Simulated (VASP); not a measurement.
# Si (Fd-3m) in VASP: settings compared

The runs below take Si through single point, with PBE, LDA, r2SCAN.

Program: VASP 6.6.1. These are calculated values, not measurements. Logs are shortened: lines on timing, memory, paths and dates and some standing lists are left out, and cuts for length are marked.

### 1 The cell of the first run

It takes space group Fd-3m (No. 227, cubic). Conventional cell: a = 5.431 Å, b = 5.431 Å, c = 5.431 Å, α = 90.00°, β = 90.00°, γ = 90.00°. Within 3.1 Å of Si (site symmetry -43m) lie 4 Si at 2.35 Å.

### 2 Single point, PBE

INCAR reads:

```
ALGO = Normal ; EDIFF = 1E-6
ENCUT = 520 ; GGA = PE
ISIF = 2 ; ISMEAR = 0
LASPH = T ; LCHARG = F
LREAL = F ; LWAVE = F
NBANDS = 11 ; NELM = 80
PREC = Accurate ; SIGMA = 0.01
```

KPOINTS reads:

```
k-points
0
Gamma
  8 8 8
```

POSCAR reads:

```
Si
1.0
    0.0000000000      2.7155000000      2.7155000000
    2.7155000000      0.0000000000      2.7155000000
    2.7155000000      2.7155000000      0.0000000000
Si
2
Direct
    0.0000000000      0.0000000000      0.0000000000
    0.2500000000      0.2500000000      0.2500000000
```

Potentials or basis: VASP PAW PBE potentials, release 64 (Si).

Run with:

```sh
$ cat potpaw_PBE.64/Si/POTCAR > POTCAR
$ mpirun -np 1 vasp_std > vasp.out
```

OUTCAR:

```text
EDIFF = 1E-6
   ENCUT = 520
   GGA = PE
   ISIF = 2
   ISMEAR = 0
   LASPH = T
   LREAL = F
   NELM = 80
   PREC = Accurate

 ion  position               nearest neighbor table
   1  0.000  0.000  0.000-   2 2.35   2 2.35   2 2.35   2 2.35
   2  0.250  0.250  0.250-   1 2.35   1 2.35   1 2.35   1 2.35

  LATTYP: Found a face centered cubic cell.
 ALAT       =     5.4310000000

  Lattice vectors:

 A1 = (   0.0000000000,   2.7155000000,   2.7155000000)
 A2 = (   2.7155000000,   0.0000000000,   2.7155000000)
 A3 = (   2.7155000000,   2.7155000000,   0.0000000000)

Analysis of symmetry for initial positions (statically):
=====================================================================
 Subroutine PRICEL returns:
 Original cell was already a primitive cell.

 Routine SETGRP: Setting up the symmetry group for a
 face centered cubic supercell.

 Subroutine GETGRP returns: Found 48 space group operations
 (whereof 24 operations were pure point group operations)
 out of a pool of 48 trial point group operations.

The static configuration has the point symmetry T_d .
 The point group associated with its full space group is O_h .

Analysis of symmetry for dynamics (positions and initial velocities):
=====================================================================
 Subroutine PRICEL returns:
 Original cell was already a primitive cell.

 Routine SETGRP: Setting up the symmetry group for a
 face centered cubic supercell.

 Subroutine GETGRP returns: Found 48 space group operations
 (whereof 24 operations were pure point group operations)
 out of a pool of 48 trial point group operations.

The dynamic configuration has the point symmetry T_d .
 The point group associated with its full space group is O_h .

 Subroutine INISYM returns: Found 48 space group operations
 (whereof 24 operations are pure point group operations),
 and found     1 'primitive' translations

----------------------------------------------------------------------------------------

                                     Primitive cell

  volume of cell :      40.0479

  direct lattice vectors                    reciprocal lattice vectors
     0.000000000  2.715500000  2.715500000    -0.184128153  0.184128153  0.184128153
     2.715500000  0.000000000  2.715500000     0.184128153 -0.184128153  0.184128153
     2.715500000  2.715500000  0.000000000     0.184128153  0.184128153 -0.184128153

  length of vectors
     3.840296929  3.840296929  3.840296929     0.318919316  0.318919316  0.318919316

  position of ions in fractional coordinates (direct lattice)
     0.000000000  0.000000000  0.000000000
     0.250000000  0.250000000  0.250000000

  ion indices of the primitive-cell ions
   primitive index   ion index
                 1           1
                 2           2

----------------------------------------------------------------------------------------

 KPOINTS: k-points

Automatic generation of k-mesh.
 Grid dimensions read from file:
 generate k-points for:    8    8    8

 Generating k-lattice:

  Cartesian coordinates                     Fractional coordinates (reciprocal lattice)
    -0.023016019  0.023016019  0.023016019     0.125000000  0.000000000  0.000000000
     0.023016019 -0.023016019  0.023016019     0.000000000  0.125000000  0.000000000
     0.023016019  0.023016019 -0.023016019     0.000000000  0.000000000  0.125000000

  Length of vectors
     0.039864915  0.039864915  0.039864915

  Shift w.r.t. Gamma in fractional coordinates (k-lattice)
     0.000000000  0.000000000  0.000000000

 Subroutine IBZKPT returns following result:
 ===========================================

 Found     29 irreducible k-points:

 Following reciprocal coordinates:
            Coordinates               Weight
  0.000000  0.000000  0.000000      1.000000
  0.125000  0.000000  0.000000      8.000000
  0.250000  0.000000  0.000000      8.000000
  0.375000  0.000000  0.000000      8.000000
  0.500000  0.000000  0.000000      4.000000
  0.125000  0.125000  0.000000      6.000000
[... 16 lines left out ...]
  0.500000  0.250000  0.125000     48.000000
 -0.375000  0.250000  0.125000     24.000000
 [... further k-points ...]
   k-points           NKPTS =     29   k-points in BZ     NKDIM =     29   number of bands    NBANDS=     11
   number of dos      NEDOS =    301   number of ions     NIONS =      2
   total plane-waves  NPLWV =  27000
   dimension x,y,z NGX =    30 NGY =   30 NGZ =   30
   dimension x,y,z NGXF=    60 NGYF=   60 NGZF=   60
   ions per type =               2
   NGX,Y,Z   is equivalent  to a cutoff of  12.99, 12.99, 12.99 a.u.
   NGXF,Y,Z  is equivalent  to a cutoff of  25.97, 25.97, 25.97 a.u.
 SYSTEM =  unknown system
   PREC   = accura    normal or accurate (medium, high low for compatibility)
   ISTART =      0    job   : 0-new  1-cont  2-samecut
   ICHARG =      2    charge: 1-file 2-atom 10-const
   ISPIN  =      1    spin polarized calculation?
   LNONCOLLINEAR =      F non collinear calculations
   LSORBIT =      F    spin-orbit coupling
   LASPH  =      T    aspherical Exc in radial PAW
   ENCUT  =  520.0 eV  38.22 Ry    6.18 a.u.   7.14  7.14  7.14*2*pi/ulx,y,z
   NELM   =     80;   NELMIN=  2; NELMDL= -5     # of ELM steps
   EDIFF  = 0.1E-05   stopping-criterion for ELM
   LREAL  =      F    real-space projection
   EDIFFG = 0.1E-04   stopping-criterion for IOM
   NSW    =      0    number of steps for IOM
   IBRION =     -1    ionic relax: 0-MD 1-quasi-New 2-CG
   NFREE  =      0    steps in history (QN), initial steepest desc. (CG)
   ISIF   =      2    stress and relaxation
   ISYM   =      2    0-nonsym 1-usesym 2-fastsym
   POTIM  = 0.5000    time-step for ionic-motion
   TEBEG  =    0.0;   TEEND  =   0.0 temperature during run
   PSTRESS=    0.0 pullay stress
   NELECT =       8.0000    total number of electrons
   NUPDOWN=      -1.0000    fix difference up-down
   EMIN   =  10.00;   EMAX   =-10.00  energy-range for DOS
   EFERMI =   0.00;   METHOD = LEGACY
   ISMEAR =     0;   SIGMA  =   0.01  broadening in eV -4-tet -1-fermi 0-gaus
   EFERMI_NEDOS =   21; number of points for ismear=-14 and -15
   IALGO  =     38    algorithm
   IMIX   =      4    mixing-type and parameters
     AMIX     =   0.40;   BMIX     =  1.00
     AMIX_MAG =   1.60;   BMIX_MAG =  1.00
  volume/ion in A,a.u.               =      20.02       135.13
  Fermi-wavevector in a.u.,A,eV,Ry     =   0.956999  1.808467 12.460868  0.915848
  Thomas-Fermi vector in A             =   2.085978
   LORBIT       =      0    0 simple, 1 ext, 2 COOP (PROOUT), +10 PAW based schemes
   GGA     = PE    functional components
   LHFCALC =     F    Hartree Fock is set to
   AEXX    =    0.0000 exact exchange contribution
   IVDW    =     0    specifies the selected vdW correction
   LEPSILON=     F    determine dielectric tensor
   LRPA    =     F    only Hartree local field effects (RPA)
 non-spin polarized calculation
 Gauss-broadening in eV      SIGMA  =   0.01
  energy-cutoff  :      520.00
  volume of cell :       40.05
 maximum number of plane-waves:      1090
 NGX is ok and might be reduce to    30
   NGX = 15   NGY = 15   NGZ = 15

 number of electron       8.0000000 magnetization

 Free energy of the ion-electron system (eV)
  ---------------------------------------------------
  ext. energy  EPLUGINS =         0.00000000
  ---------------------------------------------------
  free energy    TOTEN  =       -10.84106625 eV

  energy without entropy =      -10.84106625  energy(sigma->0) =      -10.84106625

 E-fermi :   5.8747     XC(G=0):  -9.4077

 val. band max:        5.8254886074   @ k =   0.0000   0.0000   0.0000
 cond. band min:       6.4417434903   @ k =   0.3750   0.3750   0.0000
 fundamental gap:      0.6162548828
 Fermi energy:         5.8747488987

 k-point     1 :       0.0000    0.0000    0.0000
  band No.  band energies     occupation
      1      -6.1310      2.00000
      2       5.8255      2.00000
      3       5.8255      2.00000
      4       5.8255      2.00000
      5       8.3907      0.00000
      6       8.3907      0.00000
      7       8.3907      0.00000
      8       9.1974      0.00000
      9      13.5449      0.00000
     10      13.5449      0.00000
     11      13.7843      0.00000

 k-point     2 :       0.1250    0.0000    0.0000
  band No.  band energies     occupation
      1      -5.9269      2.00000
      2       4.2288      2.00000
      3       5.5371      2.00000
      4       5.5371      2.00000
      5       8.3299      0.00000
      6       8.8147      0.00000
      7       8.8147      0.00000
      8      10.5412      0.00000
      9      13.0635      0.00000
     10      13.0635      0.00000
     11      14.5709      0.00000

 k-point     3 :       0.2500    0.0000    0.0000
  band No.  band energies     occupation
      1      -5.3314      2.00000
      2       1.9017      2.00000
      3       5.0671      2.00000
      4       5.0671      2.00000
      5       7.8567      0.00000
      6       9.3323      0.00000
      7       9.3323      0.00000
      8      12.7479      0.00000
      9      13.0204      0.00000
     10      13.0204      0.00000
     11      14.8212      0.00000
[... 267 lines left out ...]
 k-point    23 :       0.5000    0.2500    0.1250
  band No.  band energies     occupation
      1      -3.9136      2.00000
      2      -0.0120      2.00000
      3       2.5080      2.00000
      4       3.8989      2.00000
      5       8.7036      0.00000
      6       9.3803      0.00000
      7      10.8452      0.00000
      8      11.7614      0.00000
      9      14.8465      0.00000
     10      15.5593      0.00000
     11      17.8257      0.00000

 k-point    24 :      -0.3750    0.2500    0.1250
  band No.  band energies     occupation
      1      -3.2614      2.00000
      2      -0.9567      2.00000
      3       2.3792      2.00000
      4       3.6694      2.00000
      5       8.8941      0.00000
      6       8.9575      0.00000
      7      11.7368      0.00000
      8      12.9420      0.00000
      9      13.2229      0.00000
     10      16.4072      0.00000
     11      17.5254      0.00000

 [... further k-points ...]

------------------------ aborting loop because EDIFF is reached ----------------------------------------

  FORCE on cell =-STRESS in cart. coord.  units (eV):
  Direction    XX          YY          ZZ          XY          YZ          ZX
  --------------------------------------------------------------------------------------
  -------------------------------------------------------------------------------------
  Total        0.4842370      0.4842370      0.4842370      0.0000000      0.0000000      0.0000000
  in kB       19.3726562     19.3726562     19.3726562      0.0000000      0.0000000      0.0000000
  external PRESSURE =      19.3726562 kB  Pullay stress =       0.0000000 kB

 VOLUME and BASIS-vectors are now :
 -----------------------------------------------------------------------------
  energy-cutoff  :      520.00
  volume of cell :       40.05
      direct lattice vectors                 reciprocal lattice vectors
     0.000000000  2.715500000  2.715500000    -0.184128153  0.184128153  0.184128153
     2.715500000  0.000000000  2.715500000     0.184128153 -0.184128153  0.184128153
     2.715500000  2.715500000  0.000000000     0.184128153  0.184128153 -0.184128153

 POSITION                                       TOTAL-FORCE (eV/Angst)
 -----------------------------------------------------------------------------------
      0.00000      0.00000      0.00000         0.000000      0.000000      0.000000
      1.35775      1.35775      1.35775        -0.000000     -0.000000     -0.000000
 -----------------------------------------------------------------------------------
    total drift:                               -0.000000     -0.000000     -0.000000

  FREE ENERGIE OF THE ION-ELECTRON SYSTEM (eV)
  ---------------------------------------------------
  free  energy   TOTEN  =       -10.8410662513 eV

  energy  without entropy=      -10.8410662513  energy(sigma->0) =      -10.84106625
```

Wall time 14 s (1 thread of Intel Xeon Platinum 8488C (Sapphire Rapids), shared host); peak memory 0.15 GiB.

What came out:

```yaml
Free_energy: -10.8411 eV
Pressure: 1.9 GPa
Band_gap_on_the_k_mesh: 0.62 eV, indirect (least direct gap 2.57 eV)
```

Levels at points of the mesh, in eV from the valence-band top:
```csv
k point,band 1,band 2,band 3,band 4,band 5,band 6,band 7,band 8,band 9
"(0.00, 0.00, 0.00)",-11.96,0.00,0.00,0.00,2.57,2.57,2.57,3.37,7.72
"(0.50, 0.00, 0.00)",-9.63,-6.97,-1.20,-1.20,1.54,3.34,3.34,7.73,10.55
"(0.50, 0.50, 0.00)",-7.81,-7.81,-2.85,-2.85,0.71,0.71,10.11,10.11,10.97
```

A k mesh can miss the band edges. A hybrid or GW would open this gap; PBE tends to underestimate it.

### 3 Single point, LDA

INCAR reads:

```
SYSTEM = Si
PREC = Accurate
ENCUT = 520
EDIFF = 1E-7
ISMEAR = 0
SIGMA = 0.01
LREAL = .False.
LASPH = .True.
NELM = 60
ALGO = Normal
ISIF = 2
LWAVE = .False.
LCHARG = .True.
GGA = CA
LELF = .True.
LVHAR = .True.
NBANDS = 11
```

KPOINTS reads:

```
regular mesh
0
Gamma
  8 8 8
  0 0 0
```

POSCAR is that of step 2.

Potentials or basis: VASP PAW LDA potentials, release 64 (Si).

Run with:

```sh
$ cat potpaw_LDA.64/Si/POTCAR > POTCAR
$ mpirun -np 1 vasp_std > vasp.out
```

Wall time 16 s (1 thread of Intel Xeon Platinum 8488C (Sapphire Rapids), shared host); peak memory 0.14 GiB.

It converged, with:

```
Free energy            : -11.9128 eV
Pressure               : -1.5 GPa
Band gap on the k mesh : 0.51 eV, indirect (least direct gap 2.52 eV)
```

Levels at points of the mesh, in eV from the valence-band top:
| k point | band 1 | band 2 | band 3 | band 4 | band 5 | band 6 | band 7 | band 8 |
| --- | --- | --- | --- | --- | --- | --- | --- | --- |
| (0.00, 0.00, 0.00) | -11.96 | 0.00 | 0.00 | 0.00 | 2.52 | 2.52 | 2.52 | 3.21 |
| (0.50, 0.00, 0.00) | -9.62 | -6.99 | -1.20 | -1.20 | 1.43 | 3.29 | 3.29 | 7.51 |
| (0.50, 0.50, 0.00) | -7.81 | -7.81 | -2.85 | -2.85 | 0.60 | 0.60 | 9.98 | 9.98 |

A k mesh can miss the band edges. Expect the measured gap to be larger: semilocal functionals such as LDA lack the derivative discontinuity.

### 4 Single point, r2SCAN

POSCAR is that of step 3.

INCAR.step1 reads:

```
SYSTEM = Si
  ALGO = Normal
  EDIFF = 1E-4
  ENCUT = 520
  GGA = PE
  ISMEAR = 0
  LASPH = .True.
  LCHARG = .False.
  LREAL = .False.
  LWAVE = .True.
  NBANDS = 11
  NELM = 60
  PREC = Accurate
  SIGMA = 0.01
```

INCAR.step2 reads:

```
SYSTEM = Si
  ALGO = Normal
  EDIFF = 1E-6
  ENCUT = 520
  ISIF = 2
  ISMEAR = 0
  ISTART = 1
  LASPH = .True.
  LCHARG = .False.
  LMIXTAU = .True.
  LREAL = .False.
  LWAVE = .False.
  METAGGA = R2SCAN
  NBANDS = 11
  NELM = 60
  PREC = Accurate
  SIGMA = 0.01
```

KPOINTS reads:

```
k-points
0
Gamma
  8 8 8
  0 0 0
```

Potentials or basis: VASP PAW PBE potentials, release 64 (Si).

Run with:

```sh
$ cat potpaw_PBE.64/Si/POTCAR > POTCAR
$ cp INCAR.step1 INCAR
$ mpirun -np 1 vasp_std > vasp.out
$ cp INCAR.step2 INCAR
$ mpirun -np 1 vasp_std > vasp.out
```

Wall time 51 s (1 thread of Intel Xeon Platinum 8488C (Sapphire Rapids), shared host); peak memory 0.16 GiB.

It converged, with:

* Free energy: -17.5469 eV
* Pressure: 0.5 GPa
* Band gap on the k mesh: 0.81 eV, indirect (least direct gap 2.76 eV)

Levels at points of the mesh, in eV from the valence-band top:
| k point | band 2 | band 3 | band 4 | band 5 | band 6 | band 7 |
| --- | --- | --- | --- | --- | --- | --- |
| (0.00, 0.00, 0.00) | 0.00 | 0.00 | 0.00 | 2.76 | 2.76 | 2.76 |
| (0.50, 0.00, 0.00) | -7.27 | -1.27 | -1.27 | 1.88 | 3.59 | 3.59 |
| (0.50, 0.50, 0.00) | -8.16 | -3.01 | -3.01 | 0.92 | 0.92 | 10.88 |

Caveat: the PAW data sets were made with another functional, which shifts forces and pressure a little. r2SCAN opens gaps a little over a GGA but as a rule still falls short of measured ones.

### 5 The runs side by side

```tsv
level	potentials or basis	gap on the mesh (eV)	pressure (GPa)
PBE	VASP PAW PBE potentials, release 64 (Si)	0.62	1.9
LDA	VASP PAW LDA potentials, release 64 (Si)	0.51	-1.5
r2SCAN	VASP PAW PBE potentials, release 64 (Si)	0.81	0.5
```

Alike in all rows: task single point; no spin polarisation; cell as given; k mesh 8 × 8 × 8; cutoff (eV) 520; smearing gaussian 0.01 eV.

Caveats: the PAW data sets were made with another functional, which shifts forces and pressure a little (some runs).

Absolute energies hang on the potentials; compare differences alone.
